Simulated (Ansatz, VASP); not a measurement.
## Two plane-wave programs on Bi

```
Bi
1.0
     4.67517    0.00000    0.00000
    -2.33759    4.04882    0.00000
     0.00000    0.00000   12.18387
Bi
2
Direct
  0.33333 0.66667 0.25000
  0.66667 0.33333 0.75000
```

Change from the starting cell: strain +0.030 along x and y, +0.030 along z, atoms carried along.

Alike in both runs: task single point; functional r2SCAN; k mesh 12 × 12 × 4; occupations gaussian, width 0.15 eV; no spin polarisation.

|  | VASP | Ansatz |
| --- | --- | --- |
| version | VASP 6.6.1 | Ansatz 0.2.0 |
| potentials or method | VASP PAW PBE potentials, release 64 (Bi_d), cutoff 520 eV | scalar-relativistic, plane waves, PAW |
| valence electrons in the cell | 30 | 30 |

```csv
,VASP,Ansatz,Ansatz less VASP
gap on the k mesh at the Fermi level (eV),none,none,-
pressure (GPa),-3.0,-3.0,+0.02
"traceless stress, the component that is largest in VASP (GPa)",2.63,2.64,+0.002
```

VASP's potentials were made for PBE, not for r2SCAN. A gap of «none» marks a metal or a gap that the smearing closes. The functional is the same, so the differences come from potentials, cutoffs and numerics.

Spin-orbit coupling is off throughout.
